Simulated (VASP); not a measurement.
# Al32H (a cell with a defect) in VASP: further runs

Runs on Al32H (a cell with a defect). Level: PBEsol. Tasks: single point.

Everything below comes from runs of VASP 6.6.1. Logs are shortened: lines on timing, memory, paths and dates and some standing lists are left out, and cuts for length are marked.

## 1. The cell of the first run

The cell holds a defect, 33 atoms: a = 8.100 Å, b = 8.100 Å, c = 8.100 Å, α = 90.00°, β = 90.00°, γ = 90.00°.

## 2. Single point, PBEsol

The input, INCAR:

```
ALGO = Normal
EDIFF = 1E-7
ENCUT = 520
GGA = PS
ISIF = 2
ISMEAR = -1
LASPH = True
LCHARG = False
LREAL = Auto
LWAVE = False
NBANDS = 70
NELM = 100
PREC = Accurate
SIGMA = 0.1
```

The input, KPOINTS:

```
k-points
0
Gamma
  2 2 2
```

The input, POSCAR:

```
Al32H
1.0
    8.1000000000      0.0000000000      0.0000000000
    0.0000000000      8.1000000000      0.0000000000
    0.0000000000      0.0000000000      8.1000000000
Al H
32 1
Direct
    0.4903333333      0.0126419753      0.0193456790
    0.7386419753      0.2462592593     -0.0123209877
    0.7580493827     -0.0049876543      0.2379876543
   -0.0166172840      0.0088641975     -0.0010740741
    0.2422222222      0.2479259259     -0.0092716049
    0.5010000000      0.5043456790     -0.0249012346
    0.7781234568      0.7480740741     -0.0096049383
    0.2639012346     -0.0031728395      0.2494320988
    0.4825185185      0.2369382716      0.2398395062
    0.7329012346      0.4762469136      0.2819506173
    0.5009259259     -0.0027407407      0.5199753086
    0.7641481481      0.2597160494      0.4990000000
    0.7276172840     -0.0001358025      0.7420493827
    0.0066419753      0.5109506173      0.0129012346
    0.2504444444      0.7633580247     -0.0178641975
   -0.0015061728      0.2493703704      0.2442839506
    0.2577407407      0.5031975309      0.2405802469
    0.4978148148      0.7637530864      0.2428271605
   -0.0255802469      0.0057654321      0.4862098765
    0.2492962963      0.2652098765      0.5220987654
    0.5001604938      0.4865555556      0.5386172840
    0.7558148148      0.7426419753      0.4965679012
    0.2402469136     -0.0019506173      0.7371234568
    0.4904814815      0.2340617284      0.7572222222
    0.7551111111      0.4886049383      0.7573950617
    0.0281975309      0.7559506173      0.2574691358
   -0.0153950617      0.4895061728      0.4877037037
    0.2598148148      0.7593209877      0.5038888889
   -0.0065679012      0.2227407407      0.7425308642
    0.2606790123      0.4955185185      0.7401234568
    0.5020617284      0.7742222222      0.7712345679
    0.0294320988      0.7615185185      0.7470246914
    0.6405061728      0.6256296296      0.1459753086
```

Potentials or basis: VASP PAW PBE potentials, release 64 (Al, H).

On the command line:

```
cat potpaw_PBE.64/Al/POTCAR potpaw_PBE.64/H/POTCAR > POTCAR
mpirun -np 1 vasp_std > vasp.out
```

OUTCAR:

```text
EDIFF = 1E-7
   ENCUT = 520
   GGA = PS
   ISIF = 2
   ISMEAR = -1
   LASPH = True
   LREAL = Auto
   NELM = 100
   PREC = Accurate

 ion  position               nearest neighbor table
   1  0.490  0.013  0.019-   9 2.55   8 2.62  18 2.71   2 2.77  24 2.78   5 2.78  31 2.79   3 2.80
                            15 2.82  13 2.96  23 3.06   7 3.18
   2  0.739  0.246  0.988-  25 2.71  24 2.74   4 2.76   1 2.77  13 2.82   6 2.84  29 2.87   3 2.88
                             9 2.91  16 2.96  10 3.03  14 3.06
   3  0.758  0.995  0.238-   4 2.66  19 2.67   1 2.80  18 2.82  16 2.84   7 2.84   2 2.88  26 2.93
                            22 2.93   9 2.97  12 3.01  11 3.09
   4  0.983  0.009  0.999-   3 2.66   7 2.69  29 2.71   2 2.76  16 2.79   5 2.85  32 2.88  13 2.94
                            15 2.94  26 2.95  23 2.97   8 3.05
   5  0.242  0.248  0.991-  24 2.76   1 2.78   9 2.80  16 2.85  29 2.85   4 2.85  30 2.86  14 2.87
                            23 2.88  17 2.90   8 2.93   6 2.95
   6  0.501  0.504  0.975-  33 2.04  25 2.71  30 2.72  31 2.74  24 2.81   2 2.84  17 2.92  15 2.92
                             5 2.95   7 2.99  18 3.02   9 3.05  10 3.12
   7  0.778  0.748  0.990-  33 1.95  14 2.67   4 2.69  25 2.83  32 2.84   3 2.84  31 2.86  13 2.89
                            26 2.96   6 2.99  18 3.06   1 3.18  10 3.25
   8  0.264  0.997  0.249-   1 2.62   9 2.63  18 2.68  26 2.73  28 2.82  15 2.88  11 2.91   5 2.93
                            16 2.97  19 3.03   4 3.05  20 3.10
   9  0.483  0.237  0.240-   1 2.55   8 2.63   5 2.80  17 2.82  10 2.83   2 2.91   3 2.97  20 2.97
[... 32 lines left out ...]
                            22 2.95  24 2.97  31 3.09  32 3.14
  26  0.028  0.756  0.257-   8 2.73  28 2.74  17 2.77  19 2.78  14 2.81  15 2.87  27 2.87   3 2.93
                            22 2.94   4 2.95   7 2.96  10 3.30
  27  0.985  0.490  0.488-  12 2.58  10 2.64  22 2.76  16 2.77  20 2.82  25 2.87  26 2.87  17 2.99
                            29 2.99  30 3.03  32 3.07  28 3.12
  28  0.260  0.759  0.504-  23 2.71  32 2.71  26 2.74  11 2.75   8 2.82  18 2.86  30 2.87  31 2.92
                            21 2.96  17 2.98  19 3.06  27 3.12
  29  0.993  0.223  0.743-  23 2.70   4 2.71  19 2.72  12 2.73  20 2.76  13 2.81   5 2.85   2 2.87
                            25 2.89  27 2.99  30 3.09  14 3.20
  30  0.261  0.496  0.740-  21 2.54  20 2.57   6 2.72  24 2.82  32 2.86   5 2.86  28 2.87  15 2.93
                            31 3.00  14 3.02  27 3.03  29 3.09
  31  0.502  0.774  0.771-  13 2.60  15 2.66  11 2.72   6 2.74   1 2.79  23 2.80   7 2.86  28 2.92
                            21 3.00  30 3.00  22 3.04  25 3.09
  32  0.029  0.762  0.747-  23 2.57  15 2.61  28 2.71   7 2.84  30 2.86   4 2.88  19 2.93  14 2.97
                            22 3.01  27 3.07  13 3.12  25 3.14
  33  0.641  0.626  0.146-  18 1.79  10 1.80   7 1.95   6 2.04

  LATTYP: Found a simple cubic cell.
 ALAT       =     8.1000000000

  Lattice vectors:

 A1 = (   8.1000000000,   0.0000000000,   0.0000000000)
 A2 = (   0.0000000000,   8.1000000000,   0.0000000000)
 A3 = (   0.0000000000,   0.0000000000,   8.1000000000)

Analysis of symmetry for initial positions (statically):
=====================================================================
 Subroutine PRICEL returns:
 Original cell was already a primitive cell.

 Routine SETGRP: Setting up the symmetry group for a
 simple cubic supercell.

 Subroutine GETGRP returns: Found  1 space group operations
 (whereof  1 operations were pure point group operations)
 out of a pool of 48 trial point group operations.

The static configuration has the point symmetry C_1 .

Analysis of symmetry for dynamics (positions and initial velocities):
=====================================================================
 Subroutine PRICEL returns:
 Original cell was already a primitive cell.

 Routine SETGRP: Setting up the symmetry group for a
 simple cubic supercell.

 Subroutine GETGRP returns: Found  1 space group operations
 (whereof  1 operations were pure point group operations)
 out of a pool of 48 trial point group operations.

The dynamic configuration has the point symmetry C_1 .

 Subroutine INISYM returns: Found  1 space group operations
 (whereof  1 operations are pure point group operations),
 and found     1 'primitive' translations

----------------------------------------------------------------------------------------

                                     Primitive cell

  volume of cell :     531.4410

  direct lattice vectors                    reciprocal lattice vectors
     8.100000000  0.000000000  0.000000000     0.123456790  0.000000000  0.000000000
     0.000000000  8.100000000  0.000000000     0.000000000  0.123456790  0.000000000
     0.000000000  0.000000000  8.100000000     0.000000000  0.000000000  0.123456790

  length of vectors
     8.100000000  8.100000000  8.100000000     0.123456790  0.123456790  0.123456790

  position of ions in fractional coordinates (direct lattice)
     0.490333333  0.012641975  0.019345679
     0.738641975  0.246259259  0.987679012
     0.758049383  0.995012346  0.237987654
     0.983382716  0.008864198  0.998925926
     0.242222222  0.247925926  0.990728395
     0.501000000  0.504345679  0.975098765
[... 25 lines left out ...]
     0.029432099  0.761518518  0.747024691
     0.640506173  0.625629630  0.145975309

  ion indices of the primitive-cell ions
   primitive index   ion index
                 1           1
                 2           2
                 3           3
                 4           4
                 5           5
                 6           6
[... 25 lines left out ...]
                32          32
                33          33

----------------------------------------------------------------------------------------

 KPOINTS: k-points

Automatic generation of k-mesh.
 Grid dimensions read from file:
 generate k-points for:    2    2    2

 Generating k-lattice:

  Cartesian coordinates                     Fractional coordinates (reciprocal lattice)
     0.061728395  0.000000000  0.000000000     0.500000000  0.000000000  0.000000000
     0.000000000  0.061728395  0.000000000     0.000000000  0.500000000  0.000000000
     0.000000000  0.000000000  0.061728395     0.000000000  0.000000000  0.500000000

  Length of vectors
     0.061728395  0.061728395  0.061728395

  Shift w.r.t. Gamma in fractional coordinates (k-lattice)
     0.000000000  0.000000000  0.000000000

 Subroutine IBZKPT returns following result:
 ===========================================

 Found      8 irreducible k-points:

 Following reciprocal coordinates:
            Coordinates               Weight
  0.000000  0.000000  0.000000      1.000000
  0.500000  0.000000  0.000000      1.000000
  0.000000  0.500000  0.000000      1.000000
  0.000000  0.000000  0.500000      1.000000
  0.500000  0.500000  0.000000      1.000000
  0.000000  0.500000  0.500000      1.000000
  0.500000  0.000000  0.500000      1.000000
  0.500000  0.500000  0.500000      1.000000
   k-points           NKPTS =      8   k-points in BZ     NKDIM =      8   number of bands    NBANDS=     70
   number of dos      NEDOS =    301   number of ions     NIONS =     33
   total plane-waves  NPLWV = 216000
   dimension x,y,z NGX =    60 NGY =   60 NGZ =   60
   dimension x,y,z NGXF=   120 NGYF=  120 NGZF=  120
   ions per type =              32   1
   NGX,Y,Z   is equivalent  to a cutoff of  12.31, 12.31, 12.31 a.u.
   NGXF,Y,Z  is equivalent  to a cutoff of  24.63, 24.63, 24.63 a.u.
 SYSTEM =  unknown system
   PREC   = accura    normal or accurate (medium, high low for compatibility)
   ISTART =      0    job   : 0-new  1-cont  2-samecut
   ICHARG =      2    charge: 1-file 2-atom 10-const
   ISPIN  =      1    spin polarized calculation?
   LNONCOLLINEAR =      F non collinear calculations
   LSORBIT =      F    spin-orbit coupling
   LASPH  =      T    aspherical Exc in radial PAW
   ENCUT  =  520.0 eV  38.22 Ry    6.18 a.u.  15.06 15.06 15.06*2*pi/ulx,y,z
   NELM   =    100;   NELMIN=  2; NELMDL= -5     # of ELM steps
   EDIFF  = 0.1E-06   stopping-criterion for ELM
   LREAL  =      T    real-space projection
   EDIFFG = 0.1E-05   stopping-criterion for IOM
   NSW    =      0    number of steps for IOM
   IBRION =     -1    ionic relax: 0-MD 1-quasi-New 2-CG
   NFREE  =      0    steps in history (QN), initial steepest desc. (CG)
   ISIF   =      2    stress and relaxation
   ISYM   =      2    0-nonsym 1-usesym 2-fastsym
   POTIM  = 0.5000    time-step for ionic-motion
   TEBEG  =    0.0;   TEEND  =   0.0 temperature during run
   PSTRESS=    0.0 pullay stress
   NELECT =      97.0000    total number of electrons
   NUPDOWN=      -1.0000    fix difference up-down
   EMIN   =  10.00;   EMAX   =-10.00  energy-range for DOS
   EFERMI =   0.00;   METHOD = LEGACY
   ISMEAR =    -1;   SIGMA  =   0.10  broadening in eV -4-tet -1-fermi 0-gaus
   EFERMI_NEDOS =   21; number of points for ismear=-14 and -15
   IALGO  =     38    algorithm
   IMIX   =      4    mixing-type and parameters
     AMIX     =   0.40;   BMIX     =  1.00
     AMIX_MAG =   1.60;   BMIX_MAG =  1.00
  volume/ion in A,a.u.               =      16.10       108.68
  Fermi-wavevector in a.u.,A,eV,Ry     =   0.928639  1.754874 11.733269  0.862371
  Thomas-Fermi vector in A             =   2.054837
   LORBIT       =      0    0 simple, 1 ext, 2 COOP (PROOUT), +10 PAW based schemes
   GGA     = PS    functional components
   LHFCALC =     F    Hartree Fock is set to
   AEXX    =    0.0000 exact exchange contribution
   IVDW    =     0    specifies the selected vdW correction
   LEPSILON=     F    determine dielectric tensor
   LRPA    =     F    only Hartree local field effects (RPA)
 non-spin polarized calculation
  energy-cutoff  :      520.00
  volume of cell :      531.44
 maximum number of plane-waves:     14400
   NGX = 31   NGY = 31   NGZ = 31

 number of electron      97.0000000 magnetization

 Free energy of the ion-electron system (eV)
  ---------------------------------------------------
  ext. energy  EPLUGINS =         0.00000000
  ---------------------------------------------------
  free energy    TOTEN  =      -131.62688108 eV

  energy without entropy =     -131.12922982  energy(sigma->0) =     -131.37805545

 E-fermi :   7.5995     XC(G=0): -10.2410

 val. band max:        7.5908846322   @ k =   0.0000   0.5000   0.0000
 cond. band min:       7.6214491583   @ k =   0.5000   0.5000   0.5000
 fundamental gap:      0.0305645261
 Fermi energy:         7.5994528609

 k-point     1 :       0.0000    0.0000    0.0000
  band No.  band energies     occupation
      1      -3.3548      2.00000
      2      -1.6410      2.00000
      3      -1.2912      2.00000
      4      -1.1571      2.00000
      5      -1.0187      2.00000
      6      -0.9214      2.00000
[... 493 lines left out ...]
     59      10.9107      0.00000
     60      10.9808      0.00000
 [bands above 60 left out]

------------------------ aborting loop because EDIFF is reached ----------------------------------------

  FORCE on cell =-STRESS in cart. coord.  units (eV):
  Direction    XX          YY          ZZ          XY          YZ          ZX
  --------------------------------------------------------------------------------------
  -------------------------------------------------------------------------------------
  Total        4.5454811      4.9092548      3.1345244      1.1254820     -0.0704996     -0.0140499
  in kB       13.7036223     14.8003199      9.4498992      3.3930799     -0.2125407     -0.0423572
  external PRESSURE =      12.6512805 kB  Pullay stress =       0.0000000 kB

 VOLUME and BASIS-vectors are now :
 -----------------------------------------------------------------------------
  energy-cutoff  :      520.00
  volume of cell :      531.44
      direct lattice vectors                 reciprocal lattice vectors
     8.100000000  0.000000000  0.000000000     0.123456790  0.000000000  0.000000000
     0.000000000  8.100000000  0.000000000     0.000000000  0.123456790  0.000000000
     0.000000000  0.000000000  8.100000000     0.000000000  0.000000000  0.123456790

 POSITION                                       TOTAL-FORCE (eV/Angst)
 -----------------------------------------------------------------------------------
      3.97170      0.10240      0.15670         0.410381     -0.573333     -0.999200
      5.98300      1.99470      8.00020         0.237399      0.248687      0.521307
      6.14020      8.05960      1.92770        -0.512332      0.027708      0.253399
      7.96540      0.07180      8.09130         0.663891     -0.118900     -0.098864
      1.96200      2.00820      8.02490        -0.220515      0.120556      0.129360
      4.05810      4.08520      7.89830        -0.193304     -0.195386      0.594891
[... 25 lines left out ...]
      0.23840      6.16830      6.05090        -1.179770     -0.619364     -0.395337
      5.18810      5.06760      1.18240         0.052616     -0.112483     -0.413188
 -----------------------------------------------------------------------------------
    total drift:                               -0.006866     -0.003731     -0.013521

  FREE ENERGIE OF THE ION-ELECTRON SYSTEM (eV)
  ---------------------------------------------------
  free  energy   TOTEN  =      -131.6268810759 eV

  energy  without entropy=     -131.1292298174  energy(sigma->0) =     -131.37805545
```

Wall time 7.8 min (1 thread of Oxide Virtual Turin-like, shared host); peak memory 0.53 GiB.

Results:

* Free energy: -131.6269 eV
* Pressure: 1.3 GPa
* Largest force: 1.657 eV/Å
* Band gap on the k mesh: zero (an odd number of electrons rules out a gap without spin polarisation)

Forces on the atoms (eV/Å):
```
Al   0.410 -0.573 -0.999
Al   0.237  0.249  0.521
Al  -0.512  0.028  0.253
Al   0.664 -0.119 -0.099
Al  -0.221  0.121  0.129
Al  -0.193 -0.195  0.595
Al  -0.375  0.186 -0.113
Al  -1.057  0.325  0.348
Al   0.441  0.954  0.804
Al  -0.112  0.386 -1.055
Al  -0.189  0.253 -1.080
Al  -0.974 -1.211  0.573
Al   1.116  0.001  0.427
Al  -0.091 -0.392 -0.336
Al   0.133 -0.262  0.831
Al   0.313 -0.126 -0.160
Al   0.344 -0.098  0.257
Al  -0.045 -0.217  0.508
Al   0.697 -0.309  0.299
Al  -0.198 -0.699 -1.152
Al   0.476  0.579 -1.046
Al  -0.176  0.136  0.216
Al   0.404  0.484  0.260
Al   0.161  0.156  0.013
Al   0.350  0.381 -0.068
Al  -0.587 -0.069 -0.281
Al   1.104  0.644  0.564
Al   0.110 -0.496 -0.135
Al  -0.076  0.802  0.293
Al  -1.096  0.598  0.784
Al   0.066 -0.784 -0.345
Al  -1.180 -0.619 -0.395
H    0.053 -0.112 -0.413
```

Stress tensor (GPa, compression positive):
```
 1.37  0.34  0.00
 0.34  1.48 -0.02
 0.00 -0.02  0.94
```

Caveat: the k points lie up to 0.39 Å⁻¹ apart, too coarse for converged energies and pressures of a metal; the PAW data sets were made with another functional, which shifts forces and pressure a little.

(Part 1 of 2 ends here.)

The gap in the log of VASP goes by the Fermi energy; the results here count the filled bands.